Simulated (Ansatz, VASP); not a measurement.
**Si in VASP and in Ansatz**

Contents of POSCAR:

```
Si
1.0
   -3.3273296544      3.3273296544      1.9218805215
    3.3273296544     -3.3273296544      1.9218805215
    3.3273296544      3.3273296544     -1.9218805215
Si
4
Direct
    0.2177774777      0.2177774777      0.3575063991
    0.8602710786      0.8602710786      0.6424936010
    0.1397289214      0.7822225223      0.0000000000
    0.7822225223      0.1397289214      0.0000000000
```

Contents of INCAR.step1:

```
PREC = Accurate
ENCUT = 520
ISMEAR = 0
SIGMA = 0.05
LREAL = False
LASPH = True
NELM = 60
NBANDS = 16
GGA = PE
ALGO = Normal
EDIFF = 1E-4
LWAVE = True
LCHARG = False
```

The input INCAR.step2:

```
PREC = Accurate
ENCUT = 520
EDIFF = 1E-7
ISMEAR = 0
SIGMA = 0.05
LREAL = False
LASPH = True
NELM = 60
ALGO = Normal
ISIF = 2
LWAVE = False
LCHARG = False
METAGGA = R2SCAN
LMIXTAU = True
NBANDS = 16
ISTART = 1
```

Contents of KPOINTS:

```
Automatic mesh
0
Gamma
  10 10 10
```

Input for Ansatz:

```yaml
crystal:
  lattice:
    - [-3.3273296544, 3.3273296544, 1.9218805215]
    - [3.3273296544, -3.3273296544, 1.9218805215]
    - [3.3273296544, 3.3273296544, -1.9218805215]
  atoms:
    - { symbol: Si, position: [0.2177774777, 0.2177774777, 0.3575063991] }
    - { symbol: Si, position: [0.8602710786, 0.8602710786, 0.642493601] }
    - { symbol: Si, position: [0.1397289214, 0.7822225223, 0.0] }
    - { symbol: Si, position: [0.7822225223, 0.1397289214, 0.0] }
basis:
  ecutwfc: 500
kpoints:
  mp_grid: { grid: [10, 10, 10] }
hamiltonian:
  xc: r2scan
scf:
  occupations: { method: gaussian, width: 0.05 }
output:
  forces: true
  stress: true
  eigenvalues: true
```

Change from the starting cell: mode 4 (156.1 1/cm) frozen in, largest displacement -0.150 Å.

Alike in both runs: task single point; functional r2SCAN; k mesh 10 × 10 × 10; occupations gaussian, width 0.05 eV; no spin polarisation.

|  | VASP | Ansatz |
| --- | --- | --- |
| version | VASP 6.6.1 | Ansatz 0.2.0 |
| potentials or method | VASP PAW PBE potentials, release 64 (Si), cutoff 520 eV | scalar-relativistic, plane waves, PAW |
| valence electrons in the cell | 16 | 16 |

|  | VASP | Ansatz | Ansatz less VASP |
| --- | --- | --- | --- |
| gap on the k mesh at the Fermi level (eV) | 0.35 | 0.34 | -0.014 |
| least direct gap on the mesh (eV) | 0.94 | 0.93 | -0.010 |
| pressure (GPa) | -1.0 | -0.7 | +0.21 |
| traceless stress, the component that is largest in VASP (GPa) | 0.31 | 0.36 | +0.045 |
| rms of the force components (eV/Å) | 0.266 | 0.263 | -0.0034 |

VASP's potentials were made for PBE, not for r2SCAN. Atom by atom the forces differ by 0.004 eV/Å (rms over components). With one functional, cell and mesh, what is left measures potentials, basis and numerics.
